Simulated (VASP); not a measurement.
# Li12In4H (a cell with a defect) in VASP: single point with LDA

Aim: the single point of Li12In4H (a cell with a defect) with LDA.

All numbers are computed with VASP 6.6.1; they aren't measurements. Logs are shortened: lines on timing, memory, paths and dates and some standing lists are left out, and cuts for length are marked.

### Step 1. The cell of the first run

The cell holds a defect, 17 atoms: a = 9.315 Å, b = 9.315 Å, c = 4.658 Å, α = 60.00°, β = 60.00°, γ = 60.00°.

### Step 2. Single point, LDA

File INCAR:

```
PREC = Accurate
ENCUT = 650
EDIFF = 1E-6
ISMEAR = -1
SIGMA = 0.1
LREAL = F
LASPH = T
NELM = 120
ALGO = Normal
ISIF = 2
LWAVE = F
LCHARG = T
LELF = T
LVHAR = T
NBANDS = 58
GGA_COMPAT = F
```

File KPOINTS:

```
regular mesh
0
Gamma
  3 3 3
```

File POSCAR:

```
Li12In4H
1.0
    0.0000000000      6.5869380000      6.5869380000
    6.5869380000      0.0000000000      6.5869380000
    3.2934690000      3.2934690000      0.0000000000
Li In H
12 4 1
Direct
    0.1250000000      0.1250000000      0.2500000000
    0.3750000000      0.3750000000      0.7500000000
    0.2500000000      0.2500000000      0.5000000000
    0.1250000000      0.6250000000      0.2500000000
    0.3750000000      0.8750000000      0.7500000000
    0.2500000000      0.7500000000      0.5000000000
    0.6250000000      0.1250000000      0.2500000000
    0.8750000000      0.3750000000      0.7500000000
    0.7500000000      0.2500000000      0.5000000000
    0.6250000000      0.6250000000      0.2500000000
    0.8750000000      0.8750000000      0.7500000000
    0.7500000000      0.7500000000      0.5000000000
    0.0000000000      0.0000000000      0.0000000000
    0.0000000000      0.5000000000      0.0000000000
    0.5000000000      0.0000000000      0.0000000000
    0.5000000000      0.5000000000      0.0000000000
    0.0625000000      0.1875000000      0.6250000000
```

Potentials or basis: VASP PAW LDA potentials, release 64 (Li_sv, In_d, H).

The run is started by

```console
> cat potpaw_LDA.64/Li_sv/POTCAR potpaw_LDA.64/In_d/POTCAR potpaw_LDA.64/H/POTCAR > POTCAR
> mpirun -np 1 vasp_std > vasp.out
```

OUTCAR:

```text
PREC = Accurate
   ENCUT = 650
   EDIFF = 1E-6
   ISMEAR = -1
   LREAL = F
   LASPH = T
   NELM = 120
   ISIF = 2

 ion  position               nearest neighbor table
   1  0.125  0.125  0.250-  13 2.85  13 2.85  14 2.85  15 2.85
   2  0.375  0.375  0.750-  14 2.85  15 2.85  16 2.85  16 2.85
   3  0.250  0.250  0.500-  13 3.29  14 3.29  15 3.29  14 3.29  15 3.29  16 3.29
   4  0.125  0.625  0.250-  14 2.85  13 2.85  14 2.85  16 2.85
   5  0.375  0.875  0.750-  13 2.85  15 2.85  16 2.85  15 2.85
   6  0.250  0.750  0.500-  13 3.29  14 3.29  16 3.29  13 3.29  15 3.29  16 3.29
   7  0.625  0.125  0.250-  15 2.85  13 2.85  15 2.85  16 2.85
   8  0.875  0.375  0.750-  13 2.85  14 2.85  16 2.85  14 2.85
   9  0.750  0.250  0.500-  13 3.29  15 3.29  16 3.29  13 3.29  14 3.29  16 3.29
  10  0.625  0.625  0.250-  16 2.85  14 2.85  15 2.85  16 2.85
  11  0.875  0.875  0.750-  13 2.85  14 2.85  15 2.85  13 2.85
  12  0.750  0.750  0.500-  14 3.29  15 3.29  16 3.29  13 3.29  14 3.29  15 3.29
  13  0.000  0.000  0.000-  17 1.84   1 2.85   4 2.85   5 2.85   7 2.85   8 2.85  11 2.85  11 2.85
                             1 2.85  12 3.29   9 3.29   6 3.29   3 3.29   6 3.29   9 3.29
  14  0.000  0.500  0.000-   8 2.85   1 2.85   2 2.85   4 2.85   8 2.85  10 2.85  11 2.85   4 2.85
                             9 3.29  12 3.29   3 3.29   3 3.29   6 3.29  12 3.29
  15  0.500  0.000  0.000-   5 2.85   1 2.85   2 2.85   5 2.85   7 2.85  10 2.85  11 2.85   7 2.85
                             3 3.29  12 3.29   3 3.29   6 3.29   9 3.29  12 3.29
  16  0.500  0.500  0.000-   2 2.85   2 2.85   4 2.85   5 2.85   7 2.85   8 2.85  10 2.85  10 2.85
                             9 3.29   3 3.29   6 3.29   9 3.29   6 3.29  12 3.29
  17  0.062  0.188  0.625-  13 1.84

  LATTYP: Found a base centered orthorhombic cell.
 ALAT       =     9.3153370541
 B/A-ratio  =     1.4142135624
 C/A-ratio  =     0.5000000000

  Lattice vectors:

 A1 = (  -3.2934690000,   3.2934690000,  -6.5869380000)
 A2 = (  -3.2934690000,   3.2934690000,   6.5869380000)
 A3 = (   3.2934690000,   3.2934690000,   0.0000000000)

Analysis of symmetry for initial positions (statically):
=====================================================================
 Subroutine PRICEL returns:
 Original cell was already a primitive cell.

 Routine SETGRP: Setting up the symmetry group for a
 base centered orthorhombic supercell.

 Subroutine GETGRP returns: Found  1 space group operations
 (whereof  1 operations were pure point group operations)
 out of a pool of  8 trial point group operations.

The static configuration has the point symmetry C_1 .

Analysis of symmetry for dynamics (positions and initial velocities):
=====================================================================
 Subroutine PRICEL returns:
 Original cell was already a primitive cell.

[... 137 lines left out ...]
   NELECT =      89.0000    total number of electrons
   NUPDOWN=      -1.0000    fix difference up-down
   EMIN   =  10.00;   EMAX   =-10.00  energy-range for DOS
   EFERMI =   0.00;   METHOD = LEGACY
   ISMEAR =    -1;   SIGMA  =   0.10  broadening in eV -4-tet -1-fermi 0-gaus
   EFERMI_NEDOS =   21; number of points for ismear=-14 and -15
   IALGO  =     38    algorithm
   IMIX   =      4    mixing-type and parameters
     AMIX     =   0.40;   BMIX     =  1.00
     AMIX_MAG =   1.60;   BMIX_MAG =  1.00
  volume/ion in A,a.u.               =      16.81       113.45
  Fermi-wavevector in a.u.,A,eV,Ry     =   1.109655  2.096944 16.753315  1.231334
  Thomas-Fermi vector in A             =   2.246197
   LORBIT       =      0    0 simple, 1 ext, 2 COOP (PROOUT), +10 PAW based schemes
   GGA     = CA    functional components
   LHFCALC =     F    Hartree Fock is set to
   AEXX    =    0.0000 exact exchange contribution
   IVDW    =     0    specifies the selected vdW correction
   LEPSILON=     F    determine dielectric tensor
   LRPA    =     F    only Hartree local field effects (RPA)
 non-spin polarized calculation
  energy-cutoff  :      650.00
  volume of cell :      285.79
 maximum number of plane-waves:     10815
 NGX is ok and might be reduce to    80
   NGX = 39   NGY = 39   NGZ = 19

 number of electron      88.9999986 magnetization

 Free energy of the ion-electron system (eV)
  ---------------------------------------------------
  ext. energy  EPLUGINS =         0.00000000
  ---------------------------------------------------
  free energy    TOTEN  =       -45.82650811 eV

  energy without entropy =      -45.64215701  energy(sigma->0) =      -45.73433256

 E-fermi :   3.3806     XC(G=0):  -8.9079

 val. band max:        3.3702632631   @ k =   0.3333  -0.3333   0.3333
 cond. band min:       3.4553605169   @ k =   0.0000   0.0000   0.0000
 fundamental gap:      0.0850972538
 Fermi energy:         3.3806404730

 k-point     1 :       0.0000    0.0000    0.0000
  band No.  band energies     occupation
      1     -42.0590      2.00000
      2     -41.9733      2.00000
      3     -41.9422      2.00000
      4     -41.8803      2.00000
      5     -41.6276      2.00000
      6     -41.6265      2.00000
[... 815 lines left out ...]
     55       7.6155      0.00000
     56       7.7156      0.00000
 [bands above 56 left out]

------------------------ aborting loop because EDIFF is reached ----------------------------------------

  FORCE on cell =-STRESS in cart. coord.  units (eV):
  Direction    XX          YY          ZZ          XY          YZ          ZX
  --------------------------------------------------------------------------------------
  -------------------------------------------------------------------------------------
  Total       -3.8345048     -3.3848816     -0.8815206     -0.8803671     -0.2689255     -0.0641107
  in kB      -21.4965688    -18.9759418     -4.9418813     -4.9354147     -1.5076196     -0.3594103
  external PRESSURE =     -15.1381306 kB  Pullay stress =       0.0000000 kB

 VOLUME and BASIS-vectors are now :
 -----------------------------------------------------------------------------
  energy-cutoff  :      650.00
  volume of cell :      285.79
      direct lattice vectors                 reciprocal lattice vectors
     0.000000000  6.586938000  6.586938000    -0.075907804  0.075907804  0.075907804
     6.586938000  0.000000000  6.586938000     0.075907804 -0.075907804  0.075907804
     3.293469000  3.293469000  0.000000000     0.151815608  0.151815608 -0.151815608

 POSITION                                       TOTAL-FORCE (eV/Angst)
 -----------------------------------------------------------------------------------
      1.64673      1.64673      1.64673         0.113562      0.081174      0.077131
      4.94020      4.94020      4.94020        -0.013041     -0.026734     -0.041523
      3.29347      3.29347      3.29347         0.013457     -0.017182      0.027961
      4.94020      1.64673      4.94020         0.022370     -0.054502      0.069752
      8.23367      4.94020      8.23367        -0.044383      0.043295      0.026785
      6.58694      3.29347      6.58694         0.010144     -0.030451      0.009184
[... 9 lines left out ...]
      3.29347      3.29347      6.58694        -0.042795      0.028950     -0.009715
      3.29347      2.47010      1.64673        -0.026289     -0.243510      0.345293
 -----------------------------------------------------------------------------------
    total drift:                                0.000019      0.000299     -0.000030

  FREE ENERGIE OF THE ION-ELECTRON SYSTEM (eV)
  ---------------------------------------------------
  free  energy   TOTEN  =       -45.8265081093 eV

  energy  without entropy=      -45.6421570103  energy(sigma->0) =      -45.73433256
```

It took 13 min on 1 thread of Intel Xeon 8259CL, shared host; peak memory 0.57 GiB.

Results:

| Property | Result |
| --- | --- |
| Free energy | -45.8265 eV |
| Pressure | -1.5 GPa |
| Largest force | 0.774 eV/Å |
| Band gap on the k mesh | zero (an odd number of electrons rules out a gap without spin polarisation) |

Forces in eV/Å, atoms in the order of the input:
```
Li   0.114  0.081  0.077
Li  -0.013 -0.027 -0.042
Li   0.013 -0.017  0.028
Li   0.022 -0.055  0.070
Li  -0.044  0.043  0.027
Li   0.010 -0.030  0.009
Li   0.011  0.004 -0.002
Li  -0.039  0.049  0.062
Li  -0.003 -0.042 -0.020
Li  -0.016  0.035  0.026
Li  -0.020 -0.037  0.092
Li  -0.021 -0.009 -0.014
In   0.033  0.334 -0.697
In  -0.001 -0.065  0.075
In   0.023 -0.050 -0.027
In  -0.043  0.029 -0.010
H   -0.026 -0.244  0.345
```

Stress tensor (GPa, compression positive):
```
-2.15 -0.49 -0.04
-0.49 -1.90 -0.15
-0.04 -0.15 -0.49
```

Caveat: the k points lie up to 0.45 Å⁻¹ apart, too coarse for converged energies and pressures of a metal; spin-orbit coupling is left out, which moves the levels of the heavy elements.

The gap in the log of VASP goes by the Fermi energy; the results here count the filled bands.